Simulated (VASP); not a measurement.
# AlN (C2/m) in VASP: relaxation of cell and atoms with PBE

Aim: the relaxation of cell and atoms of AlN with PBE.

Everything below comes from runs of VASP 6.6.1. Logs are shortened: lines on timing, memory, paths and dates and some standing lists are left out, and cuts for length are marked.

## Step 1: The cell of the first run

Symmetry: C2/m, No. 12, monoclinic system. Conventional cell: a = 3.909 Å, b = 3.910 Å, c = 9.589 Å, α = 90.00°, β = 92.99°, γ = 90.00°. Al (site symmetry m) has 5 N at 1.96 to 2.11 Å within 2.6 Å. N (site symmetry m) has 5 Al at 1.96 to 2.11 Å within 2.6 Å.

## Step 2: Relaxation of cell and atoms, PBE

File INCAR:

```
ALGO = Normal
EDIFF = 1E-6
EDIFFG = -0.01
ENCUT = 600
GGA = PE
IBRION = 2
ISIF = 3
ISMEAR = 0
LASPH = True
LCHARG = False
LREAL = False
LWAVE = False
NELM = 100
NSW = 100
PREC = Accurate
SIGMA = 0.02
```

File KPOINTS:

```
k-points
0
Gamma
  8 8 4
```

File POSCAR:

```
AlN
1.0
    1.9545706816     -1.9547904587      0.0000000000
    1.9545706816      1.9547904587      0.0000000000
   -0.5005198777      0.0000000000      9.5757690531
Al N
2 2
Direct
    0.7362947899      0.7362947899      0.8946171511
    0.2637052101      0.2637052101      0.1053828489
    0.2350951235      0.2350951235      0.8853629584
    0.7649048765      0.7649048765      0.1146370416
```

Potentials or basis: VASP PAW PBE potentials, release 64 (Al, N).

The run is started by

```bash
cat potpaw_PBE.64/Al/POTCAR potpaw_PBE.64/N/POTCAR > POTCAR
mpirun -np 1 vasp_std > vasp.out
```

OUTCAR:

```text
EDIFF = 1E-6
   EDIFFG = -0.01
   ENCUT = 600
   GGA = PE
   IBRION = 2
   ISIF = 3
   ISMEAR = 0
   LASPH = True
   LREAL = False
   NELM = 100
   NSW = 100
   PREC = Accurate

 ion  position               nearest neighbor table
   1  0.736  0.736  0.895-   3 1.96   3 1.96   3 1.96   3 1.96   4 2.11   2 2.81   2 2.81   2 2.81
                             2 2.81
   2  0.264  0.264  0.105-   4 1.96   4 1.96   4 1.96   4 1.96   3 2.11   1 2.81   1 2.81   1 2.81
                             1 2.81
   3  0.235  0.235  0.885-   1 1.96   1 1.96   1 1.96   1 1.96   2 2.11
   4  0.765  0.765  0.115-   2 1.96   2 1.96   2 1.96   2 1.96   1 2.11

  LATTYP: Found a base centered monoclinic cell.
 ALAT       =     3.9091413632
 B/A-ratio  =     1.0001124426
 C/A-ratio  =     2.4529276844
 COS(beta)  =    -0.0521981618

  Lattice vectors:

 A1 = (   1.9545706816,  -1.9547904587,   0.0000000000)
 A2 = (   1.9545706816,   1.9547904587,   0.0000000000)
 A3 = (  -0.5005198777,   0.0000000000,   9.5757690531)

Analysis of symmetry for initial positions (statically):
=====================================================================
 Subroutine PRICEL returns:
 Original cell was already a primitive cell.

 Routine SETGRP: Setting up the symmetry group for a
 base centered monoclinic supercell.

 Subroutine GETGRP returns: Found  4 space group operations
 (whereof  4 operations were pure point group operations)
 out of a pool of  4 trial point group operations.

The static configuration has the point symmetry C_2h.

Analysis of symmetry for dynamics (positions and initial velocities):
=====================================================================
 Subroutine PRICEL returns:
 Original cell was already a primitive cell.

 Routine SETGRP: Setting up the symmetry group for a
 base centered monoclinic supercell.

 Subroutine GETGRP returns: Found  4 space group operations
 (whereof  4 operations were pure point group operations)
 out of a pool of  4 trial point group operations.

The dynamic configuration has the point symmetry C_2h.

 Subroutine INISYM returns: Found  4 space group operations
 (whereof  4 operations are pure point group operations),
 and found     1 'primitive' translations

----------------------------------------------------------------------------------------

                                     Primitive cell

  volume of cell :      73.1737

  direct lattice vectors                    reciprocal lattice vectors
     1.954570682 -1.954790459  0.000000000     0.255810652 -0.255781891  0.013371074
     1.954570682  1.954790459  0.000000000     0.255810652  0.255781891  0.013371074
    -0.500519878  0.000000000  9.575769053     0.000000000  0.000000000  0.104430255

  length of vectors
     2.764335777  2.764335777  9.588841072     0.361997584  0.361997584  0.104430255

  position of ions in fractional coordinates (direct lattice)
     0.736294790  0.736294790  0.894617151
     0.263705210  0.263705210  0.105382849
     0.235095124  0.235095124  0.885362958
     0.764904876  0.764904876  0.114637042

  ion indices of the primitive-cell ions
   primitive index   ion index
                 1           1
                 2           2
                 3           3
                 4           4

----------------------------------------------------------------------------------------

 KPOINTS: k-points

Automatic generation of k-mesh.
 Grid dimensions read from file:
 generate k-points for:    8    8    4

 Generating k-lattice:

  Cartesian coordinates                     Fractional coordinates (reciprocal lattice)
     0.031976331 -0.031972736  0.001671384     0.125000000 -0.000000000  0.000000000
     0.031976331  0.031972736  0.001671384    -0.000000000  0.125000000  0.000000000
     0.000000000  0.000000000  0.026107564     0.000000000  0.000000000  0.250000000

  Length of vectors
     0.045249698  0.045249698  0.026107564

  Shift w.r.t. Gamma in fractional coordinates (k-lattice)
     0.000000000  0.000000000  0.000000000

 Subroutine IBZKPT returns following result:
 ===========================================

 Found     78 irreducible k-points:

 Following reciprocal coordinates:
            Coordinates               Weight
  0.000000  0.000000  0.000000      1.000000
  0.125000  0.000000 -0.000000      4.000000
  0.250000  0.000000 -0.000000      4.000000
  0.375000  0.000000 -0.000000      4.000000
  0.500000  0.000000 -0.000000      2.000000
  0.125000  0.125000 -0.000000      2.000000
[... 16 lines left out ...]
  0.125000  0.000000  0.250000      4.000000
  0.250000  0.000000  0.250000      4.000000
 [... further k-points ...]
   k-points           NKPTS =     78   k-points in BZ     NKDIM =     78   number of bands    NBANDS=     12
   number of dos      NEDOS =    301   number of ions     NIONS =      4
   total plane-waves  NPLWV =  46080
   dimension x,y,z NGX =    24 NGY =   24 NGZ =   80
   dimension x,y,z NGXF=    48 NGYF=   48 NGZF=  160
   ions per type =               2   2
   NGX,Y,Z   is equivalent  to a cutoff of  14.43, 14.43, 13.87 a.u.
   NGXF,Y,Z  is equivalent  to a cutoff of  28.87, 28.87, 27.74 a.u.
 SYSTEM =  unknown system
   PREC   = accura    normal or accurate (medium, high low for compatibility)
   ISTART =      0    job   : 0-new  1-cont  2-samecut
   ICHARG =      2    charge: 1-file 2-atom 10-const
   ISPIN  =      1    spin polarized calculation?
   LNONCOLLINEAR =      F non collinear calculations
   LSORBIT =      F    spin-orbit coupling
   LASPH  =      T    aspherical Exc in radial PAW
   ENCUT  =  600.0 eV  44.10 Ry    6.64 a.u.   5.52  5.52 19.15*2*pi/ulx,y,z
   NELM   =    100;   NELMIN=  2; NELMDL= -5     # of ELM steps
   EDIFF  = 0.1E-05   stopping-criterion for ELM
   LREAL  =      F    real-space projection
   EDIFFG = -.1E-01   stopping-criterion for IOM
   NSW    =    100    number of steps for IOM
   IBRION =      2    ionic relax: 0-MD 1-quasi-New 2-CG
   NFREE  =      1    steps in history (QN), initial steepest desc. (CG)
   ISIF   =      3    stress and relaxation
   ISYM   =      2    0-nonsym 1-usesym 2-fastsym
   POTIM  = 0.5000    time-step for ionic-motion
   TEBEG  =    0.0;   TEEND  =   0.0 temperature during run
   PSTRESS=    0.0 pullay stress
   NELECT =      16.0000    total number of electrons
   NUPDOWN=      -1.0000    fix difference up-down
   EMIN   =  10.00;   EMAX   =-10.00  energy-range for DOS
   EFERMI =   0.00;   METHOD = LEGACY
   ISMEAR =     0;   SIGMA  =   0.02  broadening in eV -4-tet -1-fermi 0-gaus
   EFERMI_NEDOS =   21; number of points for ismear=-14 and -15
   IALGO  =     38    algorithm
   IMIX   =      4    mixing-type and parameters
     AMIX     =   0.40;   BMIX     =  1.00
     AMIX_MAG =   1.60;   BMIX_MAG =  1.00
  volume/ion in A,a.u.               =      18.29       123.45
  Fermi-wavevector in a.u.,A,eV,Ry     =   0.986271  1.863783 13.234811  0.972731
  Thomas-Fermi vector in A             =   2.117640
   LORBIT       =      0    0 simple, 1 ext, 2 COOP (PROOUT), +10 PAW based schemes
   GGA     = PE    functional components
   LHFCALC =     F    Hartree Fock is set to
   AEXX    =    0.0000 exact exchange contribution
   IVDW    =     0    specifies the selected vdW correction
   LEPSILON=     F    determine dielectric tensor
   LRPA    =     F    only Hartree local field effects (RPA)
 conjugate gradient relaxation of ions
 non-spin polarized calculation
 Gauss-broadening in eV      SIGMA  =   0.02
  energy-cutoff  :      600.00
  volume of cell :       73.17
 maximum number of plane-waves:      2469
 NGX is ok and might be reduce to    24
   NGX = 11   NGY = 11   NGZ = 39

--------------------------------------- Ionic step        1  -------------------------------------------

 number of electron      16.0000001 magnetization

 Free energy of the ion-electron system (eV)
  ---------------------------------------------------
  ext. energy  EPLUGINS =         0.00000000
  ---------------------------------------------------
  free energy    TOTEN  =       -27.98519781 eV

  energy without entropy =      -27.98519781  energy(sigma->0) =      -27.98519781

------------------------ aborting loop because EDIFF is reached ----------------------------------------

  FORCE on cell =-STRESS in cart. coord.  units (eV):
  Direction    XX          YY          ZZ          XY          YZ          ZX
  --------------------------------------------------------------------------------------
  -------------------------------------------------------------------------------------
  Total       -0.1518444     -0.1586620     -0.0711141      0.0000000      0.0000000     -0.0218713
  in kB       -3.3247116     -3.4739883     -1.5570806      0.0000000      0.0000000     -0.4788831
  external PRESSURE =      -2.7852601 kB  Pullay stress =       0.0000000 kB
[... 137 lines left out ...]
  energy  without entropy=      -27.9853637814  energy(sigma->0) =      -27.98536378

--------------------------------------- Ionic step        5  -------------------------------------------

 number of electron      16.0000001 magnetization

 Free energy of the ion-electron system (eV)
  ---------------------------------------------------
  ext. energy  EPLUGINS =         0.00000000
  ---------------------------------------------------
  free energy    TOTEN  =       -27.98538972 eV

  energy without entropy =      -27.98538972  energy(sigma->0) =      -27.98538972

 E-fermi :   1.7893     XC(G=0):  -7.0499

 val. band max:        1.6729054028   @ k =   0.2500   0.0000  -0.0000
 cond. band min:       4.5887595130   @ k =   0.0000   0.0000   0.0000
 fundamental gap:      2.9158541102
 Fermi energy:         1.7892639818

 k-point     1 :       0.0000    0.0000    0.0000
  band No.  band energies     occupation
      1     -14.5389      2.00000
      2     -12.4607      2.00000
      3      -3.3168      2.00000
      4      -0.0535      2.00000
      5       0.4704      2.00000
      6       0.4707      2.00000
      7       1.5997      2.00000
      8       1.5999      2.00000
      9       4.5888      0.00000
     10       6.8326      0.00000
     11       7.6416      0.00000
     12       8.9966      0.00000
[... 331 lines left out ...]
 k-point    24 :       0.2500    0.0000    0.2500
  band No.  band energies     occupation
      1     -13.6886      2.00000
      2     -11.9104      2.00000
      3      -3.2527      2.00000
      4      -2.7277      2.00000
      5      -1.3955      2.00000
      6       0.8282      2.00000
      7       0.9309      2.00000
      8       1.6729      2.00000
      9       5.9061      0.00000
     10       6.6160      0.00000
     11       8.8124      0.00000
     12      10.4016      0.00000

 [... further k-points ...]

------------------------ aborting loop because EDIFF is reached ----------------------------------------

  FORCE on cell =-STRESS in cart. coord.  units (eV):
  Direction    XX          YY          ZZ          XY          YZ          ZX
  --------------------------------------------------------------------------------------
  -------------------------------------------------------------------------------------
  Total        0.0043482      0.0026030     -0.0310600      0.0000000      0.0000000     -0.0013456
  in kB        0.0954380      0.0571325     -0.6817322      0.0000000      0.0000000     -0.0295348
  external PRESSURE =      -0.1763872 kB  Pullay stress =       0.0000000 kB
[... 19 lines left out ...]
  FREE ENERGIE OF THE ION-ELECTRON SYSTEM (eV)
  ---------------------------------------------------
  free  energy   TOTEN  =       -27.9853897206 eV

  energy  without entropy=      -27.9853897206  energy(sigma->0) =      -27.98538972

 reached required accuracy - stopping structural energy minimisation
```

It took 3.2 min on 1 thread of Intel Xeon Platinum 8259CL at 2.50GHz (Skylake/Cascade Lake), shared host; peak memory 0.25 GiB.

What came out:

- Free energy: -27.9854 eV
- Relaxed cell: a = 2.762 Å, b = 2.762 Å, c = 9.582 Å, α = 92.14°, β = 92.14°, γ = 90.00°
- Space group after relaxing (to 0.1 Å): C2/m (No. 12)
- Energy gained by relaxing: 0.0 meV/atom
- Ionic steps: 5
- Pressure after relaxing: 0.0 GPa
- Largest force after relaxing: 0.008 eV/Å
- Band gap on the k mesh: 2.92 eV (least direct gap 2.99 eV)

Forces in eV/Å, atoms in the order of the input:
```
Al   0.001  0.000 -0.008
Al  -0.001  0.000  0.008
N   -0.001  0.000 -0.008
N    0.001  0.000  0.008
```

Stress tensor (GPa, compression positive):
```
 0.01  0.00  0.00
 0.00  0.01  0.00
 0.00  0.00 -0.07
```

Step by step:
```tsv
step	energy change (eV)	largest force (eV/Å)	pressure (GPa)	volume (Å³)
1	0.0000	0.0147	-0.28	73.17
2	0.0000	0.0232	0.30	72.84
3	-0.0002	0.0157	0.00	73.01
4	-0.0002	0.0155	0.00	73.01
5	-0.0002	0.0082	-0.02	73.00
```

Final structure:
```
CELL_PARAMETERS angstrom
1.95296 -1.95300 -0.00052
1.95296 1.95300 -0.00052
-0.50263 0.00000 9.56926
ATOMIC_POSITIONS crystal
Al 0.73633 0.73633 0.89453
Al 0.26367 0.26367 0.10547
N 0.23517 0.23517 0.88539
N 0.76483 0.76483 0.11461
```
